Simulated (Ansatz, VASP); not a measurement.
**Two plane-wave programs on Cu**

File INCAR:

```
PREC = Accurate ; ENCUT = 520
EDIFF = 1E-7 ; ISMEAR = -1
SIGMA = 0.05 ; LREAL = False
LASPH = True ; NELM = 60
ALGO = Normal ; ISIF = 2
LWAVE = False ; LCHARG = True
LELF = True ; LVHAR = True
NBANDS = 18
```

The input KPOINTS:

```
Automatic mesh
0
Gamma
  13 13 7
```

POSCAR

```
Cu
1.0
    2.5730649657      0.0000000000      0.0000000000
   -1.2865324828      2.2283396258      0.0000000000
    0.0000000000      0.0000000000      4.1683652444
Cu
2
Direct
    0.3133333333      0.6566666667      0.2350000000
    0.6866666667      0.3433333333      0.7650000000
```

Input for Ansatz:

```yaml
crystal:
  lattice:
    - [2.5730649657, 0.0, 0.0]
    - [-1.2865324828, 2.2283396258, 0.0]
    - [0.0, 0.0, 4.1683652444]
  atoms:
    - { symbol: Cu, position: [0.3133333333, 0.6566666667, 0.235] }
    - { symbol: Cu, position: [0.6866666667, 0.3433333333, 0.765] }
kpoints:
  mp_grid: { grid: [13, 13, 7] }
scf:
  occupations: { method: fermi_dirac, width: 0.05 }
hamiltonian:
  xc: lda
  pseudopotentials: { kind: paw }
output:
  forces: true
  stress: true
  eigenvalues: true
  populations: true
```

Change from the starting cell: shortest bond scaled by 0.94, PAW files.

Alike in both runs: task single point; functional LDA; k mesh 13 × 13 × 7; occupations fermi-dirac, width 0.05 eV; no spin polarisation.

|  | VASP | Ansatz |
| --- | --- | --- |
| version | VASP 6.6.1 | Ansatz 0.2.0 |
| potentials or method | VASP PAW LDA potentials, release 64 (Cu) | PAW with Ansatz's default frozen-core files, scalar-relativistic |
| plane-wave cutoff (eV) | 520 | 420 |
| valence electrons in the cell | 22 | 38 |

Ansatz gave:

```
pressure (GPa)                                                : -12.3
traceless stress, the component that is largest in VASP (GPa) : 3.47
rms of the force components (eV/Å)                            : 0.439
```

Task: Which values does VASP return?

Result: Pressure (GPa): -11.5; traceless stress, the component that is largest in VASP (GPa): 3.47; rms of the force components (eV/Å): 0.442.

LDA's correlation is that of Perdew and Zunger in VASP and of Perdew and Wang (1992) in Ansatz. Atom by atom the forces differ by 0.003 eV/Å (rms over components). VASP's potentials hold 22 valence electrons a cell and Ansatz's 38, so a difference there can come from the potentials and not from the codes.
